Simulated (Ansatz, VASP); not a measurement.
# Two plane-wave programs on Te

```
Te
1.0
     2.24856    1.29821    1.87086
    -2.24856    1.29821    1.87086
     0.00000   -2.59642    1.87086
Te
1
Direct
  0.50000 0.50000 0.50000
```

Alike in both runs: task relaxation of cell and atoms; functional PBE; k mesh 18 × 18 × 18; occupations gaussian, width 0.1 eV; no spin polarisation.

```csv
,VASP,Ansatz
version,VASP 6.6.1,Ansatz 0.2.0
potentials or method,"VASP PAW PBE potentials, release 64 (Te), cutoff 600 eV","scalar-relativistic, plane waves, PAW"
valence electrons in the cell,6,16
```

|  | VASP | Ansatz | Ansatz less VASP |
| --- | --- | --- | --- |
| gap on the k mesh at the Fermi level, each at its own relaxed structure (eV) | none | none | - |
| relaxed volume (Å³/atom) | 32.74 | 32.78 | +0.037 |
| relaxed length of the cell vector where the two differ most in proportion (Å) | 3.199 | 3.200 | +0.0011 |

A gap of «none» marks a metal or a gap that the smearing closes. VASP's potentials hold 6 valence electrons a cell and Ansatz's 16, so a difference there can come from the potentials and not from the codes.

Neither program's run includes spin-orbit coupling.
